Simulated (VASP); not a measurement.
# Ti12H (a cell with a defect) in VASP: notebook, part 2 of 2

VASP 6.6.1. Earlier steps stand in the parts before.

**4. Single point, PBEsol**

INCAR

```
SYSTEM = Ti12H
PREC     = Accurate       ! precision mode
ENCUT    = 520            ! plane-wave cutoff, eV
EDIFF    = 1E-6           ! SCF threshold, eV
ISMEAR   = 0              ! smearing method
SIGMA    = 0.05           ! smearing width, eV
LREAL    = .False.        ! projectors in reciprocal space
LASPH    = .True.         ! aspherical terms in the spheres
NELM     = 80             ! most SCF steps
ALGO     = Normal         ! electronic algorithm
ISIF     = 2              ! what is computed and relaxed
LWAVE    = .False.        ! write WAVECAR
LCHARG   = .False.        ! write CHGCAR
GGA      = PS             ! functional
NBANDS   = 84             ! bands
```

KPOINTS

```
regular mesh
0
Gamma
  3 2 4
  0 0 0
```

POSCAR

```
Ti12H
1.0
    5.9000000000      0.0000000000      0.0000000000
   -4.4250000000      7.6643250000      0.0000000000
    0.0000000000      0.0000000000      4.6846000000
Ti H
12 1
Direct
   -0.0002524614     -0.0015222781      0.0035322294
    0.1644301230      0.2177478704      0.5057649218
   -0.0071059212      0.3300469573      0.0028746848
    0.1609588891      0.5573413596      0.4986869577
    0.0036265201      0.6697321817     -0.0002728184
    0.1661792951      0.8881323474      0.4950348500
    0.5019510224     -0.0003804896      0.0037518998
    0.6642527027      0.2180304074      0.4982809369
    0.5065914888      0.3304655338     -0.0013348058
    0.6748329519      0.5576616287      0.4958806500
    0.5038944559      0.6703876805     -0.0060144442
    0.6681158362      0.8892178824      0.4958439310
    0.3347593574      0.4435254386      0.7490609371
```

Potentials or basis: VASP PAW PBE potentials, release 64 (Ti_sv, H).

Started as:

```
$ cat potpaw_PBE.64/Ti_sv/POTCAR potpaw_PBE.64/H/POTCAR > POTCAR
$ mpirun -np 1 vasp_std > vasp.out
```

OUTCAR:

```text
SYSTEM = Ti12H
   PREC = Accurate
   ENCUT = 520
   EDIFF = 1E-6
   ISMEAR = 0
   LREAL = .False.
   LASPH = .True.
   NELM = 80
   ISIF = 2
   GGA = PS

 ion  position               nearest neighbor table
   1  1.000  0.998  0.004-   6 2.86  12 2.86   2 2.87   2 2.89  11 2.91  12 2.92
   2  0.164  0.218  0.506-   1 2.87   1 2.89   9 2.90   3 2.91  12 2.92
   3  0.993  0.330  0.003-   8 2.86   9 2.87   8 2.90   4 2.90   2 2.91   7 2.91
   4  0.161  0.557  0.499-  10 2.87   5 2.87   5 2.88   3 2.90  11 2.91   6 2.91
   5  0.004  0.670  1.000-   6 2.86  10 2.87   4 2.87   4 2.88   6 2.90  10 2.90
   6  0.166  0.888  0.495-   1 2.86   5 2.86   7 2.87   5 2.90  10 2.91   4 2.91
   7  0.502  1.000  0.004-   8 2.86  12 2.86   6 2.87   8 2.90   3 2.91   9 2.91  11 2.92
   8  0.664  0.218  0.498-   7 2.86   3 2.86   9 2.87   9 2.88   3 2.90   7 2.90
   9  0.507  0.330  0.999-   3 2.87   8 2.87   8 2.88   2 2.90  10 2.91   7 2.91
  10  0.675  0.558  0.496-   5 2.87   4 2.87   5 2.90   9 2.91  11 2.91   6 2.91
  11  0.504  0.670  0.994-  12 2.87  12 2.89   4 2.91  10 2.91   1 2.91   7 2.92
  12  0.668  0.889  0.496-   7 2.86   1 2.86  11 2.87  11 2.89   2 2.92   1 2.92
  13  0.335  0.444  0.749-

  LATTYP: Found a simple monoclinic cell.
 ALAT       =     5.9000000000
 B/A-ratio  =     0.7940000000
 C/A-ratio  =     1.3228756849
 COS(beta)  =    -0.1889822323

  Lattice vectors:

 A1 = (   5.9000000000,   0.0000000000,   0.0000000000)
 A2 = (   0.0000000000,   0.0000000000,   4.6846000000)
 A3 = (  -1.4750000000,  -7.6643250000,   0.0000000000)

Analysis of symmetry for initial positions (statically):
=====================================================================
 Subroutine PRICEL returns:
 Original cell was already a primitive cell.

 Routine SETGRP: Setting up the symmetry group for a
 simple monoclinic supercell.

 Subroutine GETGRP returns: Found  1 space group operations
[... 177 lines left out ...]
   LRPA    =     F    only Hartree local field effects (RPA)
 non-spin polarized calculation
 Gauss-broadening in eV      SIGMA  =   0.05
  energy-cutoff  :      520.00
  volume of cell :      211.84
 maximum number of plane-waves:      5706
 NGX is ok and might be reduce to    48
   NGX = 21   NGY = 33   NGZ = 17

 number of electron     144.9999995 magnetization

 Free energy of the ion-electron system (eV)
  ---------------------------------------------------
  ext. energy  EPLUGINS =         0.00000000
  ---------------------------------------------------
  free energy    TOTEN  =      -103.68489663 eV

  energy without entropy =     -103.66180119  energy(sigma->0) =     -103.67334891

 E-fermi :   8.1611     XC(G=0): -11.6137

 val. band max:        8.1399148877   @ k =   0.0000   0.5000   0.0000
 cond. band min:       8.1736309156   @ k =   0.3333   0.5000   0.5000
 fundamental gap:      0.0337160279
 Fermi energy:         8.1610718639

 k-point     1 :       0.0000    0.0000    0.0000
  band No.  band energies     occupation
      1     -48.5253      2.00000
      2     -48.4606      2.00000
      3     -48.4335      2.00000
      4     -48.4285      2.00000
      5     -48.4191      2.00000
      6     -48.4136      2.00000
[... 1207 lines left out ...]
     83       8.6229      0.00000
     84       8.6273      0.00000

------------------------ aborting loop because EDIFF is reached ----------------------------------------

  FORCE on cell =-STRESS in cart. coord.  units (eV):
  Direction    XX          YY          ZZ          XY          YZ          ZX
  --------------------------------------------------------------------------------------
  -------------------------------------------------------------------------------------
  Total       -6.9125812     -7.0574316     -6.7373745     -0.2786389     -0.2655216     -0.0325419
  in kB      -52.2820236    -53.3775731    -50.9568808     -2.1074338     -2.0082235     -0.2461249
  external PRESSURE =     -52.2054925 kB  Pullay stress =       0.0000000 kB

 VOLUME and BASIS-vectors are now :
 -----------------------------------------------------------------------------
  energy-cutoff  :      520.00
  volume of cell :      211.84
      direct lattice vectors                 reciprocal lattice vectors
     5.900000000  0.000000000  0.000000000     0.169491525  0.097855976  0.000000000
    -4.425000000  7.664325000  0.000000000     0.000000000  0.130474634  0.000000000
     0.000000000  0.000000000  4.684600000     0.000000000  0.000000000  0.213465397

 POSITION                                       TOTAL-FORCE (eV/Angst)
 -----------------------------------------------------------------------------------
      1.48025      7.65266      0.01655         0.005417      0.004804      0.014520
      0.00660      1.66889      2.36931        -0.004807     -0.008667     -0.003330
      4.39762      2.52959      0.01347        -0.008367     -0.002183      0.007842
     -1.51658      4.27165      2.33615        -0.005629      0.002868      0.003481
     -2.94217      5.13305      4.68332        -0.002972      0.007408      0.004831
     -2.94953      6.80693      2.31904        -0.001660      0.005280     -0.006468
     -1.46181      7.66141      0.01758        -0.003851     -0.003585      0.005458
      2.95431      1.67106      2.33425         0.003710     -0.008499      0.000099
      1.52658      2.53280      4.67835         0.019307     -0.004898      0.019932
      1.51386      4.27410      2.32300         0.014047      0.008325     -0.021244
      0.00651      5.13807      4.65642         0.001046     -0.009930     -0.015913
      0.00709      6.81525      2.32283        -0.001302     -0.000432     -0.014169
      0.01248      3.39932      3.50905        -0.014939      0.009511      0.004961
 -----------------------------------------------------------------------------------
    total drift:                               -0.000256      0.000020     -0.000104

  FREE ENERGIE OF THE ION-ELECTRON SYSTEM (eV)
  ---------------------------------------------------
  free  energy   TOTEN  =      -103.6848966311 eV

  energy  without entropy=     -103.6618011871  energy(sigma->0) =     -103.67334891
```

OSZICAR:

```text
N       E                     dE             d eps       ncg     rms          rms(c)
DAV:   1     0.216086624816E+04    0.21609E+04   -0.71328E+04  2352   0.215E+03
DAV:   2     0.201348799957E+03   -0.19595E+04   -0.19307E+04  2352   0.687E+02
[... 11 lines left out ...]
DAV:  14    -0.103684813548E+03   -0.44547E-03   -0.37983E-03  3296   0.483E-01    0.188E-01
DAV:  15    -0.103684883350E+03   -0.69801E-04   -0.22027E-03  3200   0.362E-01    0.418E-02
DAV:  16    -0.103684910693E+03   -0.27344E-04   -0.44522E-04  3584   0.156E-01    0.352E-02
DAV:  17    -0.103684898297E+03    0.12397E-04   -0.13965E-04  3040   0.102E-01    0.161E-02
DAV:  18    -0.103684896947E+03    0.13497E-05   -0.27671E-05  3288   0.372E-02    0.131E-02
DAV:  19    -0.103684895724E+03    0.12235E-05   -0.11618E-05  2736   0.305E-02    0.809E-03
DAV:  20    -0.103684896631E+03   -0.90738E-06   -0.34988E-06  2232   0.149E-02
   1 F= -.10368490E+03 E0= -.10367335E+03  d E =-.230954E-01
```

Run time: 6.8 min. Hardware: 1 thread of AMD EPYC 7R43 (Zen 3), shared host; peak memory 0.37 GiB.

Results:

| Quantity | Value |
| --- | --- |
| Free energy | -103.6849 eV |
| Pressure | -5.2 GPa |
| Largest force | 0.028 eV/Å |
| Band gap on the k mesh | zero (an odd number of electrons rules out a gap without spin polarisation) |

Forces in eV/Å, atoms in the order of the input:
```
Ti   0.005  0.005  0.015
Ti  -0.005 -0.009 -0.003
Ti  -0.008 -0.002  0.008
Ti  -0.006  0.003  0.003
Ti  -0.003  0.007  0.005
Ti  -0.002  0.005 -0.006
Ti  -0.004 -0.004  0.005
Ti   0.004 -0.008  0.000
Ti   0.019 -0.005  0.020
Ti   0.014  0.008 -0.021
Ti   0.001 -0.010 -0.016
Ti  -0.001  0.000 -0.014
H   -0.015  0.010  0.005
```

Stress tensor (GPa, compression positive):
```
-5.23 -0.21 -0.02
-0.21 -5.34 -0.20
-0.02 -0.20 -5.10
```

Caveat: the k points lie up to 0.41 Å⁻¹ apart, too coarse for converged energies and pressures of a metal; the PAW data sets were made with another functional, which shifts forces and pressure a little.
